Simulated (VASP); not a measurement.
# ZrSi2 (Cmcm) in VASP: single point with PBEsol

Aim: the single point of ZrSi2 with PBEsol.

Program: VASP 6.6.1. These are calculated values, not measurements. Logs are shortened: lines on timing, memory, paths and dates and some standing lists are left out, and cuts for length are marked.

## 1. The cell of the first run

It takes space group Cmcm (No. 63, orthorhombic). Conventional cell: a = 3.674 Å, b = 14.565 Å, c = 3.657 Å, α = 90.00°, β = 90.00°, γ = 90.00°. Within 3.7 Å of Zr (site symmetry m2m) lie 10 Si at 2.70 to 2.95 Å and 6 Zr at 3.56 to 3.67 Å. Within 3.2 Å of Si (site symmetry m2m) lie 2 Si at 2.41 Å and 6 Zr at 2.70 to 2.95 Å. Within 3.4 Å of Si (site symmetry m2m) lie 8 Si at 2.59 to 3.40 Å and 4 Zr at 2.80 Å.

## 2. Single point, PBEsol

Contents of INCAR:

```
SYSTEM = ZrSi2
PREC     = Accurate       ! precision mode
ENCUT    = 520            ! plane-wave cutoff, eV
EDIFF    = 1E-7           ! SCF threshold, eV
ISMEAR   = 0              ! smearing method
SIGMA    = 0.1            ! smearing width, eV
LREAL    = .False.        ! projectors in reciprocal space
LASPH    = .True.         ! aspherical terms in the spheres
NELM     = 100            ! most SCF steps
ALGO     = Normal         ! electronic algorithm
ISIF     = 2              ! what is computed and relaxed
LWAVE    = .False.        ! write WAVECAR
LCHARG   = .True.         ! write CHGCAR
GGA      = PS             ! functional
LELF     = .True.         ! ELF
LVHAR    = .True.       
NBANDS   = 29             ! bands
```

Contents of KPOINTS:

```
Automatic mesh
0
Gamma
  10 10 10
  0 0 0
```

Contents of POSCAR:

```
ZrSi2
1.0
    1.8371666329     -7.2827477122      0.0000000000
    1.8371666329      7.2827477122      0.0000000000
    0.0000000000      0.0000000000      3.6567422297
Zr Si
2 4
Direct
    0.8952789144      0.1047210856      0.2500000000
    0.1047210856      0.8952789144      0.7500000000
    0.5539781788      0.4460218212      0.2500000000
    0.4460218212      0.5539781788      0.7500000000
    0.2502351288      0.7497648712      0.2500000000
    0.7497648712      0.2502351288      0.7500000000
```

Potentials or basis: VASP PAW PBE potentials, release 64 (Zr_sv, Si).

On the command line:

```console
$ cat potpaw_PBE.64/Zr_sv/POTCAR potpaw_PBE.64/Si/POTCAR > POTCAR
$ mpirun -np 1 vasp_std > vasp.out
```

OUTCAR:

```text
SYSTEM = ZrSi2
   PREC = Accurate
   ENCUT = 520
   EDIFF = 1E-7
   ISMEAR = 0
   LREAL = .False.
   LASPH = .True.
   NELM = 100
   ISIF = 2
   GGA = PS

 ion  position               nearest neighbor table
   1  0.895  0.105  0.250-   4 2.70   4 2.70   4 2.70   4 2.70   6 2.80   6 2.80   5 2.80   5 2.80
                             3 2.95   3 2.95   2 3.56   2 3.56
   2  0.105  0.895  0.750-   3 2.70   3 2.70   3 2.70   3 2.70   5 2.80   5 2.80   6 2.80   6 2.80
                             4 2.95   4 2.95   1 3.56   1 3.56
   3  0.554  0.446  0.250-   4 2.41   4 2.41   2 2.70   2 2.70   2 2.70   2 2.70   1 2.95   1 2.95

   4  0.446  0.554  0.750-   3 2.41   3 2.41   1 2.70   1 2.70   1 2.70   1 2.70   2 2.95   2 2.95

   5  0.250  0.750  0.250-   6 2.59   6 2.59   6 2.59   6 2.59   2 2.80   2 2.80   1 2.80   1 2.80

   6  0.750  0.250  0.750-   5 2.59   5 2.59   5 2.59   5 2.59   1 2.80   1 2.80   2 2.80   2 2.80

  LATTYP: Found a base centered orthorhombic cell.
 ALAT       =     3.6743332658
 B/A-ratio  =     3.9641193029
 C/A-ratio  =     0.9952124549

  Lattice vectors:

 A1 = (   1.8371666329,  -7.2827477122,   0.0000000000)
 A2 = (   1.8371666329,   7.2827477122,   0.0000000000)
 A3 = (   0.0000000000,   0.0000000000,   3.6567422297)

Analysis of symmetry for initial positions (statically):
=====================================================================
 Subroutine PRICEL returns:
 Original cell was already a primitive cell.

 Routine SETGRP: Setting up the symmetry group for a
 base centered orthorhombic supercell.

 Subroutine GETGRP returns: Found  8 space group operations
 (whereof  4 operations were pure point group operations)
 out of a pool of  8 trial point group operations.

The static configuration has the point symmetry C_2h.
 The point group associated with its full space group is D_2h.

Analysis of symmetry for dynamics (positions and initial velocities):
=====================================================================
 Subroutine PRICEL returns:
 Original cell was already a primitive cell.

 Routine SETGRP: Setting up the symmetry group for a
 base centered orthorhombic supercell.

 Subroutine GETGRP returns: Found  8 space group operations
 (whereof  4 operations were pure point group operations)
 out of a pool of  8 trial point group operations.

The dynamic configuration has the point symmetry C_2h.
 The point group associated with its full space group is D_2h.

 Subroutine INISYM returns: Found  8 space group operations
 (whereof  4 operations are pure point group operations),
 and found     1 'primitive' translations

----------------------------------------------------------------------------------------

                                     Primitive cell

  volume of cell :      97.8517

  direct lattice vectors                    reciprocal lattice vectors
     1.837166633 -7.282747712  0.000000000     0.272158220 -0.068655406  0.000000000
     1.837166633  7.282747712  0.000000000     0.272158220  0.068655406  0.000000000
     0.000000000  0.000000000  3.656742230     0.000000000  0.000000000  0.273467457

  length of vectors
     7.510898447  7.510898447  3.656742230     0.280684273  0.280684273  0.273467457

  position of ions in fractional coordinates (direct lattice)
     0.895278914  0.104721086  0.250000000
     0.104721086  0.895278914  0.750000000
     0.553978179  0.446021821  0.250000000
     0.446021821  0.553978179  0.750000000
     0.250235129  0.749764871  0.250000000
     0.749764871  0.250235129  0.750000000

  ion indices of the primitive-cell ions
   primitive index   ion index
                 1           1
                 2           2
                 3           3
                 4           4
                 5           5
                 6           6

----------------------------------------------------------------------------------------

 KPOINTS: Automatic mesh

Automatic generation of k-mesh.
 Grid dimensions read from file:
 generate k-points for:   10   10   10

 Generating k-lattice:

  Cartesian coordinates                     Fractional coordinates (reciprocal lattice)
     0.027215822 -0.006865541  0.000000000     0.100000000  0.000000000  0.000000000
     0.027215822  0.006865541  0.000000000     0.000000000  0.100000000  0.000000000
     0.000000000  0.000000000  0.027346746     0.000000000  0.000000000  0.100000000

  Length of vectors
     0.028068427  0.028068427  0.027346746

  Shift w.r.t. Gamma in fractional coordinates (k-lattice)
     0.000000000  0.000000000  0.000000000

 Subroutine IBZKPT returns following result:
 ===========================================

 Found    186 irreducible k-points:

 Following reciprocal coordinates:
            Coordinates               Weight
  0.000000  0.000000  0.000000      1.000000
  0.100000  0.000000  0.000000      4.000000
  0.200000  0.000000  0.000000      4.000000
  0.300000  0.000000  0.000000      4.000000
  0.400000  0.000000  0.000000      4.000000
  0.500000 -0.000000  0.000000      2.000000
[... 16 lines left out ...]
  0.300000  0.300000  0.000000      2.000000
  0.400000  0.300000  0.000000      4.000000
 [... further k-points ...]
   k-points           NKPTS =    186   k-points in BZ     NKDIM =    186   number of bands    NBANDS=     29
   number of dos      NEDOS =    301   number of ions     NIONS =      6
   total plane-waves  NPLWV =  87808
   dimension x,y,z NGX =    56 NGY =   56 NGZ =   28
   dimension x,y,z NGXF=   112 NGYF=  112 NGZF=   56
   ions per type =               2   4
   NGX,Y,Z   is equivalent  to a cutoff of  12.40, 12.40, 12.73 a.u.
   NGXF,Y,Z  is equivalent  to a cutoff of  24.79, 24.79, 25.46 a.u.
 SYSTEM =  ZrSi2
   PREC   = accura    normal or accurate (medium, high low for compatibility)
   ISTART =      0    job   : 0-new  1-cont  2-samecut
   ICHARG =      2    charge: 1-file 2-atom 10-const
   ISPIN  =      1    spin polarized calculation?
   LNONCOLLINEAR =      F non collinear calculations
   LSORBIT =      F    spin-orbit coupling
   LASPH  =      T    aspherical Exc in radial PAW
   ENCUT  =  520.0 eV  38.22 Ry    6.18 a.u.  13.97 13.97  6.80*2*pi/ulx,y,z
   NELM   =    100;   NELMIN=  2; NELMDL= -5     # of ELM steps
   EDIFF  = 0.1E-06   stopping-criterion for ELM
   LREAL  =      F    real-space projection
   EDIFFG = 0.1E-05   stopping-criterion for IOM
   NSW    =      0    number of steps for IOM
   IBRION =     -1    ionic relax: 0-MD 1-quasi-New 2-CG
   NFREE  =      0    steps in history (QN), initial steepest desc. (CG)
   ISIF   =      2    stress and relaxation
   ISYM   =      2    0-nonsym 1-usesym 2-fastsym
   POTIM  = 0.5000    time-step for ionic-motion
   TEBEG  =    0.0;   TEEND  =   0.0 temperature during run
   PSTRESS=    0.0 pullay stress
   NELECT =      40.0000    total number of electrons
   NUPDOWN=      -1.0000    fix difference up-down
   EMIN   =  10.00;   EMAX   =-10.00  energy-range for DOS
   EFERMI =   0.00;   METHOD = LEGACY
   ISMEAR =     0;   SIGMA  =   0.10  broadening in eV -4-tet -1-fermi 0-gaus
   EFERMI_NEDOS =   21; number of points for ismear=-14 and -15
   IALGO  =     38    algorithm
   IMIX   =      4    mixing-type and parameters
     AMIX     =   0.40;   BMIX     =  1.00
     AMIX_MAG =   1.60;   BMIX_MAG =  1.00
  volume/ion in A,a.u.               =      16.31       110.06
  Fermi-wavevector in a.u.,A,eV,Ry     =   1.214988  2.295995 20.084875  1.476197
  Thomas-Fermi vector in A             =   2.350390
   LORBIT       =      0    0 simple, 1 ext, 2 COOP (PROOUT), +10 PAW based schemes
   GGA     = PS    functional components
   LHFCALC =     F    Hartree Fock is set to
   AEXX    =    0.0000 exact exchange contribution
   IVDW    =     0    specifies the selected vdW correction
   LEPSILON=     F    determine dielectric tensor
   LRPA    =     F    only Hartree local field effects (RPA)
 non-spin polarized calculation
 Gauss-broadening in eV      SIGMA  =   0.10
  energy-cutoff  :      520.00
  volume of cell :       97.85
 maximum number of plane-waves:      2660
   NGX = 27   NGY = 27   NGZ = 13

 number of electron      39.9999998 magnetization

 Free energy of the ion-electron system (eV)
  ---------------------------------------------------
  ext. energy  EPLUGINS =         0.00000000
  ---------------------------------------------------
  free energy    TOTEN  =       -45.71185807 eV

  energy without entropy =      -45.70548457  energy(sigma->0) =      -45.70867132

 E-fermi :  10.2564     XC(G=0): -11.4738

 val. band max:       10.2492397291   @ k =  -0.1000   0.1000   0.0000
 cond. band min:      10.2586593196   @ k =   0.2000   0.0000   0.0000
 fundamental gap:      0.0094195906
 Fermi energy:        10.2563565996

 k-point     1 :       0.0000    0.0000    0.0000
  band No.  band energies     occupation
      1     -38.3041      2.00000
      2     -38.2886      2.00000
      3     -16.6055      2.00000
      4     -16.4449      2.00000
      5     -16.4182      2.00000
      6     -16.4116      2.00000
[... 21 lines left out ...]
     28      13.1391      0.00000
     29      14.3100      0.00000

 k-point     2 :       0.1000    0.0000    0.0000
  band No.  band energies     occupation
      1     -38.3030      2.00000
      2     -38.2877      2.00000
      3     -16.6014      2.00000
      4     -16.4656      2.00000
      5     -16.4366      2.00000
      6     -16.4104      2.00000
[... 21 lines left out ...]
     28      13.6685      0.00000
     29      13.9767      0.00000

 k-point     3 :       0.2000    0.0000    0.0000
  band No.  band energies     occupation
      1     -38.3003      2.00000
      2     -38.2851      2.00000
      3     -16.5907      2.00000
      4     -16.5190      2.00000
      5     -16.4844      2.00000
      6     -16.4073      2.00000
[... 638 lines left out ...]
      5     -16.5598      2.00000
      6     -16.4046      2.00000
[... 21 lines left out ...]
     28      13.8077      0.00000
     29      14.2191      0.00000

 k-point    24 :       0.4000    0.3000    0.0000
  band No.  band energies     occupation
      1     -38.2967      2.00000
      2     -38.2822      2.00000
      3     -16.5917      2.00000
      4     -16.5615      2.00000
      5     -16.5424      2.00000
      6     -16.4127      2.00000
[... 21 lines left out ...]
     28      14.2042      0.00000
     29      14.3984      0.00000

 [... further k-points ...]
[... 5 lines left out ...]
  --------------------------------------------------------------------------------------
  -------------------------------------------------------------------------------------
  Total        0.1155272      0.0910768      0.1146457      0.0000000      0.0000000      0.0000000
  in kB        1.8915882      1.4912495      1.8771551      0.0000000      0.0000000      0.0000000
  external PRESSURE =       1.7533309 kB  Pullay stress =       0.0000000 kB

 VOLUME and BASIS-vectors are now :
 -----------------------------------------------------------------------------
  energy-cutoff  :      520.00
  volume of cell :       97.85
      direct lattice vectors                 reciprocal lattice vectors
     1.837166633 -7.282747712  0.000000000     0.272158220 -0.068655406  0.000000000
     1.837166633  7.282747712  0.000000000     0.272158220  0.068655406  0.000000000
     0.000000000  0.000000000  3.656742230     0.000000000  0.000000000  0.273467457

 POSITION                                       TOTAL-FORCE (eV/Angst)
 -----------------------------------------------------------------------------------
      1.83717     -5.75743      0.91419         0.000000     -0.001116     -0.000000
      1.83717      5.75743      2.74256         0.000000      0.001116      0.000000
      1.83717     -0.78622      0.91419         0.000000      0.005421      0.000000
      1.83717      0.78622      2.74256         0.000000     -0.005421      0.000000
      1.83717      3.63795      0.91419         0.000000     -0.000050      0.000000
      1.83717     -3.63795      2.74256         0.000000      0.000050      0.000000
 -----------------------------------------------------------------------------------
    total drift:                               -0.000000     -0.000000     -0.000000

  FREE ENERGIE OF THE ION-ELECTRON SYSTEM (eV)
  ---------------------------------------------------
  free  energy   TOTEN  =       -45.7118580726 eV

  energy  without entropy=      -45.7054845659  energy(sigma->0) =      -45.70867132
```

It took 11 min on 1 thread of Intel Xeon Platinum 8375C at 2.90GHz (Ice Lake), shared host; peak memory 0.58 GiB.

Results:

```
Free energy            : -45.7119 eV
Pressure               : 0.2 GPa
Largest force          : 0.005 eV/Å
Band gap on the k mesh : zero (bands 20 and 21 overlap by 1.00 eV)
```

Forces in eV/Å, atoms in the order of the input:
```
Zr   0.000 -0.001  0.000
Zr   0.000  0.001  0.000
Si   0.000  0.005  0.000
Si   0.000 -0.005  0.000
Si   0.000  0.000  0.000
Si   0.000  0.000  0.000
```

Caveat: the PAW data sets were made with another functional, which shifts forces and pressure a little.
